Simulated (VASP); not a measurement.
A run of VASP 6.6.1 is set up as follows.

File INCAR:

```
SYSTEM = Zn15Se16
ALGO = Normal
EDIFF = 1E-6
ENCUT = 520
GGA = CA
ISIF = 2
ISMEAR = 0
LASPH = .TRUE.
LCHARG = .FALSE.
LREAL = Auto
LWAVE = .FALSE.
NBANDS = 159
NELECT = 278.0
NELM = 100
PREC = Accurate
SIGMA = 0.02
```

The input KPOINTS:

```
Automatic mesh
0
Gamma
  2 2 2
  0.5 0.5 0.5
```

POSCAR

```
Zn15Se16
1.0
    5.5675272874      5.5675272874     -5.5675272874
   -5.5675272874     -5.5675272874     -5.5675272874
   -5.5675272874      5.5675272874      5.5675272874
Zn Se
15 16
Direct
    0.4887013318      0.2474477320      0.2500000320
    0.7500000062      0.0000000000      0.2499999422
    0.7500000062      0.5000000640      0.7500000062
   -0.0025523000      0.4999999742      0.4887012420
    0.2500000320      0.2474477320      0.4887013318
    0.5025522742     -0.0087464322      0.5025522742
    0.7412535740      0.7525523062      0.5025523640
    0.9974477382      0.7387012740      0.2500000320
    0.4887012420      0.4999999742     -0.0025523000
    0.7587464384      0.2612986744      0.0112987322
    0.0112987322      0.2612986744      0.7587464384
    0.2500000320      1.0000000382      0.7500000062
    0.5025523640      0.7525523062      0.7412535740
    0.0112987322      0.0087464322      0.0112987322
    0.2499999422      0.7387012740     -0.0025523000
    0.2500000320      0.4999999742      0.0169007703
    0.4999737507      0.2512629805      0.0012630383
    0.7512893577      0.0012893516      0.0000263133
    0.7487106546      0.4999999742      0.4987369359
    0.0169007703      0.4999999742      0.2500000320
    0.2499999422      0.2669007125      0.2499999422
    0.4987370257     -0.0012892618      0.2500000320
    0.7487107444      0.7487369679      0.2500000320
    0.0012630383      0.7499736929      0.0012630383
    0.4987369359      0.4999999742      0.7487106546
    0.7512892679      0.2500262555      0.7512892679
    0.0012630383      0.2512629805      0.4999737507
    0.2500000320     -0.0012892618      0.4987370257
    0.4830992039      0.7330992359      0.4830992039
    0.0000263133      0.0012893516      0.7512893577
    0.2500000320      0.7487369679      0.7487107444
```

Potentials or basis: VASP PAW LDA potentials, release 64 (Zn, Se).

Launch:

```sh
$ cat potpaw_LDA.64/Zn/POTCAR potpaw_LDA.64/Se/POTCAR > POTCAR
$ mpirun -np 1 vasp_std > vasp.out
```

**Question.** Predict the largest force.

**Answer.** 0.056 eV/Å.

Forces in eV/Å, atoms in the order of the input:
```
Zn   0.011  0.011  0.002
Zn   0.000  0.000  0.000
Zn   0.000  0.000  0.000
Zn  -0.011 -0.002  0.011
Zn   0.002  0.011  0.011
Zn  -0.011  0.002 -0.011
Zn  -0.002  0.011 -0.011
Zn  -0.011 -0.011  0.002
Zn   0.011 -0.002 -0.011
Zn  -0.002 -0.011  0.011
Zn   0.011 -0.011 -0.002
Zn   0.000  0.000  0.000
Zn  -0.011  0.011 -0.002
Zn   0.011  0.002  0.011
Zn   0.002 -0.011 -0.011
Se  -0.032  0.032  0.032
Se   0.008  0.010 -0.010
Se   0.010 -0.010  0.008
Se   0.010  0.008 -0.010
Se   0.032  0.032 -0.032
Se  -0.032 -0.032 -0.032
Se  -0.010 -0.010 -0.008
Se   0.010  0.010 -0.008
Se  -0.010 -0.008 -0.010
Se  -0.010  0.008  0.010
Se   0.010 -0.008  0.010
Se  -0.010  0.010  0.008
Se  -0.008 -0.010 -0.010
Se   0.032 -0.032  0.032
Se   0.008 -0.010  0.010
Se  -0.008  0.010  0.010
```

Caveat: the cell carries a net charge on a neutralising background, which shifts energy and pressure.
